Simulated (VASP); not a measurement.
Here is a VASP 6.6.1 calculation.

Contents of INCAR:

```
  ALGO = Normal
  EDIFF = 1E-6
  EDIFFG = -0.01
  ENCUT = 600
  GGA = PE
  IBRION = 2
  ISIF = 3
  ISMEAR = 0
  LASPH = True
  LCHARG = False
  LREAL = False
  LWAVE = False
  NELM = 100
  NSW = 100
  PREC = Accurate
  SIGMA = 0.02
```

The input KPOINTS:

```
k-points
0
Gamma
  12 12 4
```

POSCAR

```
SiC2
1.0
    2.9496766788      0.0000000000      0.0000000000
   -1.4748383394      2.5544949368      0.0000000000
    0.0000000000      0.0000000000      7.2627850648
Si C
2 4
Direct
    0.3333333333      0.6666666667      0.2961550592
    0.6666666667      0.3333333333      0.7038449408
    0.0000000000      0.0000000000      0.6103377985
    0.6666666667      0.3333333333      0.9652317199
    0.0000000000      0.0000000000      0.3896622015
    0.3333333333      0.6666666667      0.0347682801
```

Potentials or basis: VASP PAW PBE potentials, release 64 (Si, C).

Launch:

```bash
$ cat potpaw_PBE.64/Si/POTCAR potpaw_PBE.64/C/POTCAR > POTCAR
$ mpirun -np 1 vasp_std > vasp.out
```

(1) Estimate the relaxed volume.

(2) What does it give for the space group after relaxing (to 0.05 Å)?

(3) Predict the band gap on the k mesh.

(4) Predict the relaxed cell.

## Answers

(1) 9.10 Å³/atom.

(2) P-3m1 (No. 164).

(3) 1.48 eV, indirect (least direct gap 1.93 eV).

(4) a = 2.947 Å, b = 2.947 Å, c = 7.260 Å, α = 90.00°, β = 90.00°, γ = 120.00°.
